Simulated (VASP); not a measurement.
A run of VASP 6.6.1:

File POSCAR:

```
ZnS
1.0
    0.0000000000      2.7046500000      2.7046500000
    2.9074987500      0.0000000000      2.7046500000
    2.9074987500      2.7046500000      0.0000000000
Zn S
1 1
Direct
    0.0000000000      0.0000000000      0.0000000000
    0.7500000000      0.7500000000      0.7500000000
```

INCAR.step1

```
SYSTEM = ZnS
ALGO = Normal
EDIFF = 1E-4
ENCUT = 520
GGA = PE
ISMEAR = 0
LASPH = .TRUE.
LCHARG = .FALSE.
LREAL = .FALSE.
LWAVE = .TRUE.
NBANDS = 16
NELM = 60
PREC = Accurate
SIGMA = 0.05
```

The input INCAR.step2:

```
SYSTEM = ZnS
ALGO = Normal
EDIFF = 1E-6
ENCUT = 520
ISIF = 2
ISMEAR = 0
ISTART = 1
LASPH = .TRUE.
LCHARG = .FALSE.
LMIXTAU = .TRUE.
LREAL = .FALSE.
LWAVE = .FALSE.
METAGGA = R2SCAN
NBANDS = 16
NELM = 60
PREC = Accurate
SIGMA = 0.05
```

Contents of KPOINTS:

```
k-points
0
G
  8 8 8
  0 0 0
```

Potentials or basis: VASP PAW PBE potentials, release 64 (Zn, S).

The run is started by

```bash
$ cat potpaw_PBE.64/Zn/POTCAR potpaw_PBE.64/S/POTCAR > POTCAR
$ cp INCAR.step1 INCAR
$ mpirun -np 1 vasp_std > vasp.out
$ cp INCAR.step2 INCAR
$ mpirun -np 1 vasp_std > vasp.out
```

Hardware: 1 thread of Intel Xeon 8259CL, on a shared host.

**Question.** Estimate the wall time of this run.

**Answer.** It took 3.6 min on 1 thread of Intel Xeon 8259CL (shared host), peak memory 0.19 GiB. Counts: k points 59.
